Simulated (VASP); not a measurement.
# InGaAs2 (P-4m2) in VASP: notebook

The runs below take InGaAs2 through single point, with PBEsol.

All numbers are computed with VASP 6.6.1; they aren't measurements. Logs are shortened: lines on timing, memory, paths and dates and some standing lists are left out, and cuts for length are marked.

## 1. The cell of the first run

Symmetry: P-4m2, No. 115, tetragonal system. The conventional cell has a = 4.225 Å, b = 4.225 Å, c = 5.962 Å, α = 90.00°, β = 90.00°, γ = 90.00°. Within 3.5 Å of In (site symmetry -4m2) lie 4 As at 2.65 Å. Ga (site symmetry -4m2) has 4 As at 2.52 Å within 3.3 Å. Within 3.3 Å of As (site symmetry 2mm) lie 2 Ga at 2.52 Å and 2 In at 2.65 Å.

## 2. Single point, PBEsol

INCAR

```
SYSTEM = InGaAs2
PREC = Accurate ; ENCUT = 520
EDIFF = 1E-7 ; ISMEAR = 0
SIGMA = 0.15 ; LREAL = .False.
LASPH = .True. ; NELM = 100
ALGO = Normal ; ISIF = 2
LWAVE = .False. ; LCHARG = .False.
GGA = PS ; NBANDS = 26
```

KPOINTS

```
regular mesh
0
Gamma
  12 12 8
  0 0 0
```

POSCAR

```
InGaAs2
1.0
    4.2250012014      0.0000000000      0.0000000000
    0.0000000000      4.2250012014      0.0000000000
    0.0000000000      0.0000000000      5.9621480000
In Ga As
1 1 2
Direct
    0.0000000000      0.0000000000      0.5000000000
    0.5000000000      0.5000000000      0.0000000000
    0.5000000000      0.0000000000      0.7684750000
    0.0000000000      0.5000000000      0.2315250000
```

Potentials or basis: VASP PAW PBE potentials, release 64 (In_d, Ga_d, As).

The run is started by

```
$ cat potpaw_PBE.64/In_d/POTCAR potpaw_PBE.64/Ga_d/POTCAR potpaw_PBE.64/As/POTCAR > POTCAR
$ mpirun -np 1 vasp_std > vasp.out
```

OUTCAR:

```text
SYSTEM = InGaAs2
   PREC = Accurate
   ENCUT = 520
   EDIFF = 1E-7
   ISMEAR = 0
   LREAL = .False.
   LASPH = .True.
   NELM = 100
   ISIF = 2
   GGA = PS

 ion  position               nearest neighbor table
   1  0.000  0.000  0.500-   3 2.65   4 2.65   4 2.65   3 2.65
   2  0.500  0.500  0.000-   3 2.52   4 2.52   3 2.52   4 2.52
   3  0.500  0.000  0.768-   2 2.52   2 2.52   1 2.65   1 2.65
   4  0.000  0.500  0.232-   2 2.52   2 2.52   1 2.65   1 2.65

  LATTYP: Found a simple tetragonal cell.
 ALAT       =     4.2250012014
 C/A-ratio  =     1.4111588887

  Lattice vectors:

 A1 = (   4.2250012014,   0.0000000000,   0.0000000000)
 A2 = (   0.0000000000,   4.2250012014,   0.0000000000)
 A3 = (   0.0000000000,   0.0000000000,   5.9621480000)

Analysis of symmetry for initial positions (statically):
=====================================================================
 Subroutine PRICEL returns:
 Original cell was already a primitive cell.

 Routine SETGRP: Setting up the symmetry group for a
 simple tetragonal supercell.

 Subroutine GETGRP returns: Found  8 space group operations
 (whereof  8 operations were pure point group operations)
 out of a pool of 16 trial point group operations.

The static configuration has the point symmetry D_2d.

Analysis of symmetry for dynamics (positions and initial velocities):
=====================================================================
 Subroutine PRICEL returns:
 Original cell was already a primitive cell.

 Routine SETGRP: Setting up the symmetry group for a
 simple tetragonal supercell.

 Subroutine GETGRP returns: Found  8 space group operations
 (whereof  8 operations were pure point group operations)
 out of a pool of 16 trial point group operations.

The dynamic configuration has the point symmetry D_2d.

 Subroutine INISYM returns: Found  8 space group operations
 (whereof  8 operations are pure point group operations),
 and found     1 'primitive' translations

----------------------------------------------------------------------------------------

                                     Primitive cell

  volume of cell :     106.4281

  direct lattice vectors                    reciprocal lattice vectors
     4.225001201  0.000000000  0.000000000     0.236686323  0.000000000  0.000000000
     0.000000000  4.225001201  0.000000000     0.000000000  0.236686323  0.000000000
     0.000000000  0.000000000  5.962148000     0.000000000  0.000000000  0.167724786

  length of vectors
     4.225001201  4.225001201  5.962148000     0.236686323  0.236686323  0.167724786

  position of ions in fractional coordinates (direct lattice)
     0.000000000  0.000000000  0.500000000
     0.500000000  0.500000000  0.000000000
     0.500000000  0.000000000  0.768475000
     0.000000000  0.500000000  0.231525000

  ion indices of the primitive-cell ions
   primitive index   ion index
                 1           1
                 2           2
                 3           3
                 4           4

----------------------------------------------------------------------------------------

 KPOINTS: regular mesh

Automatic generation of k-mesh.
 Grid dimensions read from file:
 generate k-points for:   12   12    8

 Generating k-lattice:

  Cartesian coordinates                     Fractional coordinates (reciprocal lattice)
     0.019723860  0.000000000  0.000000000     0.083333333  0.000000000  0.000000000
     0.000000000  0.019723860  0.000000000     0.000000000  0.083333333  0.000000000
     0.000000000  0.000000000  0.020965598     0.000000000  0.000000000  0.125000000

  Length of vectors
     0.019723860  0.019723860  0.020965598

  Shift w.r.t. Gamma in fractional coordinates (k-lattice)
     0.000000000  0.000000000  0.000000000

 Subroutine IBZKPT returns following result:
 ===========================================

 Found    140 irreducible k-points:

 Following reciprocal coordinates:
            Coordinates               Weight
  0.000000  0.000000  0.000000      1.000000
  0.083333  0.000000  0.000000      4.000000
  0.166667  0.000000  0.000000      4.000000
  0.250000  0.000000  0.000000      4.000000
  0.333333  0.000000  0.000000      4.000000
  0.416667  0.000000  0.000000      4.000000
[... 16 lines left out ...]
  0.333333  0.333333  0.000000      4.000000
  0.416667  0.333333  0.000000      8.000000
 [... further k-points ...]
   k-points           NKPTS =    140   k-points in BZ     NKDIM =    140   number of bands    NBANDS=     26
   number of dos      NEDOS =    301   number of ions     NIONS =      4
   total plane-waves  NPLWV =  49152
   dimension x,y,z NGX =    32 NGY =   32 NGZ =   48
   dimension x,y,z NGXF=    64 NGYF=   64 NGZF=   96
   ions per type =               1   1   2
   NGX,Y,Z   is equivalent  to a cutoff of  12.59, 12.59, 13.38 a.u.
   NGXF,Y,Z  is equivalent  to a cutoff of  25.18, 25.18, 26.77 a.u.
 SYSTEM =  InGaAs2
   PREC   = accura    normal or accurate (medium, high low for compatibility)
   ISTART =      0    job   : 0-new  1-cont  2-samecut
   ICHARG =      2    charge: 1-file 2-atom 10-const
   ISPIN  =      1    spin polarized calculation?
   LNONCOLLINEAR =      F non collinear calculations
   LSORBIT =      F    spin-orbit coupling
   LASPH  =      T    aspherical Exc in radial PAW
   ENCUT  =  520.0 eV  38.22 Ry    6.18 a.u.   7.86  7.86 11.09*2*pi/ulx,y,z
   NELM   =    100;   NELMIN=  2; NELMDL= -5     # of ELM steps
   EDIFF  = 0.1E-06   stopping-criterion for ELM
   LREAL  =      F    real-space projection
   EDIFFG = 0.1E-05   stopping-criterion for IOM
   NSW    =      0    number of steps for IOM
   IBRION =     -1    ionic relax: 0-MD 1-quasi-New 2-CG
   NFREE  =      0    steps in history (QN), initial steepest desc. (CG)
   ISIF   =      2    stress and relaxation
   ISYM   =      2    0-nonsym 1-usesym 2-fastsym
   POTIM  = 0.5000    time-step for ionic-motion
   TEBEG  =    0.0;   TEEND  =   0.0 temperature during run
   PSTRESS=    0.0 pullay stress
   NELECT =      36.0000    total number of electrons
   NUPDOWN=      -1.0000    fix difference up-down
   EMIN   =  10.00;   EMAX   =-10.00  energy-range for DOS
   EFERMI =   0.00;   METHOD = LEGACY
   ISMEAR =     0;   SIGMA  =   0.15  broadening in eV -4-tet -1-fermi 0-gaus
   EFERMI_NEDOS =   21; number of points for ismear=-14 and -15
   IALGO  =     38    algorithm
   IMIX   =      4    mixing-type and parameters
     AMIX     =   0.40;   BMIX     =  1.00
     AMIX_MAG =   1.60;   BMIX_MAG =  1.00
  volume/ion in A,a.u.               =      26.61       179.55
  Fermi-wavevector in a.u.,A,eV,Ry     =   1.140662  2.155538 17.702664  1.301109
  Thomas-Fermi vector in A             =   2.277363
   LORBIT       =      0    0 simple, 1 ext, 2 COOP (PROOUT), +10 PAW based schemes
   GGA     = PS    functional components
   LHFCALC =     F    Hartree Fock is set to
   AEXX    =    0.0000 exact exchange contribution
   IVDW    =     0    specifies the selected vdW correction
   LEPSILON=     F    determine dielectric tensor
   LRPA    =     F    only Hartree local field effects (RPA)
 non-spin polarized calculation
 Gauss-broadening in eV      SIGMA  =   0.15
  energy-cutoff  :      520.00
  volume of cell :      106.43
 maximum number of plane-waves:      2916
 NGX is ok and might be reduce to    32
   NGX = 15   NGY = 15   NGZ = 23

 number of electron      35.9999991 magnetization

 Free energy of the ion-electron system (eV)
  ---------------------------------------------------
  ext. energy  EPLUGINS =         0.00000000
  ---------------------------------------------------
  free energy    TOTEN  =       -17.46278895 eV

  energy without entropy =      -17.46242455  energy(sigma->0) =      -17.46260675

 E-fermi :   3.7127     XC(G=0):  -9.2610

 val. band max:        3.6020971860   @ k =   0.0000   0.0000   0.0000
 cond. band min:       4.0559102137   @ k =   0.5000   0.0000   0.5000
 fundamental gap:      0.4538130278
 Fermi energy:         3.7126926114

 k-point     1 :       0.0000    0.0000    0.0000
  band No.  band energies     occupation
      1     -11.1745      2.00000
      2     -11.1197      2.00000
      3     -11.1197      2.00000
      4     -11.0910      2.00000
      5     -11.0599      2.00000
      6     -10.7223      2.00000
[... 18 lines left out ...]
     25      10.6806      0.00000
     26      12.6914      0.00000

 k-point     2 :       0.0833    0.0000    0.0000
  band No.  band energies     occupation
      1     -11.1735      2.00000
      2     -11.1215      2.00000
      3     -11.1196      2.00000
      4     -11.0904      2.00000
      5     -11.0602      2.00000
      6     -10.7197      2.00000
[... 18 lines left out ...]
     25      10.9841      0.00000
     26      12.1339      0.00000

 k-point     3 :       0.1667    0.0000    0.0000
  band No.  band energies     occupation
      1     -11.1707      2.00000
      2     -11.1261      2.00000
      3     -11.1192      2.00000
      4     -11.0888      2.00000
      5     -11.0613      2.00000
      6     -10.7130      2.00000
[... 18 lines left out ...]
     25      11.4434      0.00000
     26      11.5944      0.00000

 k-point     4 :       0.2500    0.0000    0.0000
  band No.  band energies     occupation
      1     -11.1671      2.00000
      2     -11.1320      2.00000
      3     -11.1187      2.00000
      4     -11.0866      2.00000
      5     -11.0627      2.00000
      6     -10.7053      2.00000
[... 18 lines left out ...]
     25      10.8718      0.00000
     26      10.9191      0.00000

 k-point     5 :       0.3333    0.0000    0.0000
  band No.  band energies     occupation
      1     -11.1640      2.00000
      2     -11.1376      2.00000
      3     -11.1181      2.00000
      4     -11.0844      2.00000
      5     -11.0642      2.00000
      6     -10.7004      2.00000
[... 18 lines left out ...]
     25      10.2438      0.00000
     26      10.4045      0.00000

 k-point     6 :       0.4167    0.0000    0.0000
  band No.  band energies     occupation
      1     -11.1621      2.00000
      2     -11.1413      2.00000
      3     -11.1177      2.00000
      4     -11.0827      2.00000
      5     -11.0652      2.00000
      6     -10.7001      2.00000
[... 427 lines left out ...]
 k-point    21 :       0.4167    0.2500    0.0000
  band No.  band energies     occupation
      1     -11.1639      2.00000
      2     -11.1533      2.00000
      3     -11.1078      2.00000
      4     -11.0816      2.00000
      5     -11.0691      2.00000
      6     -10.6892      2.00000
[... 18 lines left out ...]
     25      10.9107      0.00000
     26      11.3182      0.00000

 k-point    22 :       0.5000    0.2500    0.0000
  band No.  band energies     occupation
      1     -11.1642      2.00000
      2     -11.1544      2.00000
      3     -11.1070      2.00000
      4     -11.0811      2.00000
      5     -11.0695      2.00000
      6     -10.6906      2.00000
[... 18 lines left out ...]
     25      11.3925      0.00000
     26      11.5648      0.00000

 k-point    23 :       0.3333    0.3333    0.0000
  band No.  band energies     occupation
      1     -11.1641      2.00000
      2     -11.1557      2.00000
      3     -11.1055      2.00000
      4     -11.0819      2.00000
      5     -11.0696      2.00000
      6     -10.6841      2.00000
[... 18 lines left out ...]
     25      10.9784      0.00000
     26      11.1539      0.00000

 k-point    24 :       0.4167    0.3333    0.0000
  band No.  band energies     occupation
      1     -11.1650      2.00000
      2     -11.1596      2.00000
      3     -11.1023      2.00000
      4     -11.0809      2.00000
      5     -11.0710      2.00000
      6     -10.6843      2.00000
[... 18 lines left out ...]
     25      11.3874      0.00000
     26      11.6745      0.00000

 [... further k-points ...]
[... 5 lines left out ...]
  --------------------------------------------------------------------------------------
  -------------------------------------------------------------------------------------
  Total       -1.7886690     -1.7886690     -1.5219143      0.0000000      0.0000000     -0.0000000
  in kB      -26.9267627    -26.9267627    -22.9110165      0.0000000      0.0000000     -0.0000000
  external PRESSURE =     -25.5881806 kB  Pullay stress =       0.0000000 kB

 VOLUME and BASIS-vectors are now :
 -----------------------------------------------------------------------------
  energy-cutoff  :      520.00
  volume of cell :      106.43
      direct lattice vectors                 reciprocal lattice vectors
     4.225001201  0.000000000  0.000000000     0.236686323  0.000000000  0.000000000
     0.000000000  4.225001201  0.000000000     0.000000000  0.236686323  0.000000000
     0.000000000  0.000000000  5.962148000     0.000000000  0.000000000  0.167724786

 POSITION                                       TOTAL-FORCE (eV/Angst)
 -----------------------------------------------------------------------------------
      0.00000      0.00000      2.98107         0.000000     -0.000000      0.000000
      2.11250      2.11250      0.00000        -0.000000      0.000000      0.000000
      2.11250      0.00000      4.58176        -0.000000     -0.000000      0.035360
      0.00000      2.11250      1.38039         0.000000     -0.000000     -0.035360
 -----------------------------------------------------------------------------------
    total drift:                                0.000000     -0.000000     -0.000000

  FREE ENERGIE OF THE ION-ELECTRON SYSTEM (eV)
  ---------------------------------------------------
  free  energy   TOTEN  =       -17.4627889515 eV

  energy  without entropy=      -17.4624245513  energy(sigma->0) =      -17.46260675
```

Run time: 2.5 min. Hardware: 1 thread of AMD EPYC 9R45 (Zen 5), shared host; peak memory 0.48 GiB.

Results:

```yaml
Free_energy: -17.4628 eV
Pressure: -2.6 GPa
Largest_force: 0.035 eV/Å
Band_gap_on_the_k_mesh: zero (filled and empty bands touch)
```

Forces in eV/Å, atoms in the order of the input:
```
In   0.000  0.000  0.000
Ga   0.000  0.000  0.000
As   0.000  0.000  0.035
As   0.000  0.000 -0.035
```

Caveat: the PAW data sets were made with another functional, which shifts forces and pressure a little; spin-orbit coupling is left out, which moves the levels of the heavy elements.

## 3. Single point, PBEsol

INCAR

```
SYSTEM = InGaAs2
PREC     = Accurate       ! precision mode
ENCUT    = 520            ! plane-wave cutoff, eV
EDIFF    = 1E-6           ! SCF threshold, eV
ISMEAR   = 0              ! smearing method
SIGMA    = 0.15           ! smearing width, eV
LREAL    = .FALSE.        ! projectors in reciprocal space
LASPH    = .TRUE.         ! aspherical terms in the spheres
NELM     = 60             ! most SCF steps
ALGO     = Normal         ! electronic algorithm
ISIF     = 2              ! what is computed and relaxed
LWAVE    = .FALSE.        ! write WAVECAR
LCHARG   = .TRUE.         ! write CHGCAR
GGA      = PS             ! functional
LELF     = .TRUE.         ! ELF
LVHAR    = .TRUE.       
NBANDS   = 26             ! bands
```

KPOINTS

```
regular mesh
0
G
  12 12 10
  0 0 0
```

POSCAR is that of step 2.

Potentials or basis: VASP PAW PBE potentials, release 64 (In_d, Ga_d, As).

The run is started by

```
$ cat potpaw_PBE.64/In_d/POTCAR potpaw_PBE.64/Ga_d/POTCAR potpaw_PBE.64/As/POTCAR > POTCAR
$ mpirun -np 1 vasp_std > vasp.out
```

Run time: 2.8 min. Hardware: 1 thread of AMD EPYC 9R45 (Zen 5), shared host; peak memory 0.54 GiB.

Results (log left out):

```
Free energy            : -17.4627 eV
Pressure               : -2.6 GPa
Largest force          : 0.035 eV/Å
Band gap on the k mesh : zero (filled and empty bands touch)
```

Forces in eV/Å, atoms in the order of the input:
```
In   0.000  0.000  0.000
Ga   0.000  0.000  0.000
As   0.000  0.000  0.035
As   0.000  0.000 -0.035
```

Stress tensor (GPa, compression positive):
```
-2.70  0.00  0.00
 0.00 -2.70  0.00
 0.00  0.00 -2.30
```

Levels at points of the mesh, in eV from the Fermi level:
```tsv
k point	band 16	band 17	band 18	band 19	band 20	band 21
(0.00, 0.00, 0.00)	-0.55	-0.23	-0.12	-0.12	1.40	1.62
(0.50, 0.00, 0.00)	-2.89	-1.49	-0.95	1.80	2.78	4.65
(0.50, 0.50, 0.00)	-2.45	-2.45	-2.29	1.36	1.36	1.51
(0.00, 0.00, 0.50)	-1.90	-1.30	-1.30	1.66	1.84	2.59
(0.50, 0.00, 0.50)	-1.12	-1.09	-0.86	0.33	0.83	4.15
(0.50, 0.50, 0.50)	-3.11	-3.01	-3.01	3.93	4.03	4.26
```

Caveat: the PAW data sets were made with another functional, which shifts forces and pressure a little; spin-orbit coupling is left out, which moves the levels of the heavy elements.
